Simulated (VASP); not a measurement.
Wanted: the native input for a VASP 6.6.1 run.

```
Task                   : single point
Functional             : LDA
Potentials or basis    : VASP PAW PBE potentials, release 64 (Eu, I)
Cutoff                 : 520 eV
k mesh                 : 6 × 6 × 6
Occupations            : gaussian, width 0.05 eV
Spin                   : collinear spin, ferromagnetic start
Starting moments       : [7.18, 0.0, 0.0, 0.0] μB
Dipole correction      : no
Further INCAR settings : ALGO = Normal; EDIFF = 1e-06; NBANDS = 31
```

The structure of EuI3 lies in POSCAR:

```
EuI3
1.0
    6.2469248792      0.0000000000      0.0000000000
    0.0000000000      6.2469248792      0.0000000000
    0.0000000000      0.0000000000      6.2469248792
Eu I
1 3
Direct
    0.0000000000      0.0000000000      0.0000000000
    0.5000000000      0.0000000000      0.0000000000
    0.0000000000      0.0000000000      0.5000000000
    0.0000000000      0.5000000000      0.0000000000
```

These files were run (other wordings do the same):

INCAR

```
SYSTEM = EuI3
PREC = Accurate ; ENCUT = 520
EDIFF = 1E-6 ; ISMEAR = 0
SIGMA = 0.05 ; LREAL = .FALSE.
LASPH = .TRUE. ; NELM = 150
ALGO = Normal ; ISIF = 2
LWAVE = .FALSE. ; LCHARG = .TRUE.
ISPIN = 2 ; MAGMOM = 7.18 0 0 0
LORBIT = 11 ; LMAXMIX = 6
GGA = CA ; LELF = .TRUE.
LVHAR = .TRUE. ; NBANDS = 31
```

KPOINTS

```
Automatic mesh
0
G
  6 6 6
  0 0 0
```

Potentials or basis: VASP PAW PBE potentials, release 64 (Eu, I).

Run with:

```bash
$ cat potpaw_PBE.64/Eu/POTCAR potpaw_PBE.64/I/POTCAR > POTCAR
$ mpirun -np 1 vasp_std > vasp.out
```

It gave:

```yaml
Pressure: -1.7 GPa
Band_gap_on_the_k_mesh: zero (filled and empty bands overlap)
Net_moment: 6.02 μB per cell
Site_moments: Eu +6.36; I -0.13 μB
Valence_electrons_inside_the_program's_atomic_spheres: Eu 14.53; I 4.29
```

Caveat: the PAW data sets were made with another functional, which shifts forces and pressure a little; spin-orbit coupling is left out, which moves the levels of the heavy elements; semilocal functionals describe open f shells poorly, which spoils levels, moments and volumes.

Run time: 15 min on 1 thread of Intel Xeon 8259CL, on a shared host, peak memory 0.45 GiB.
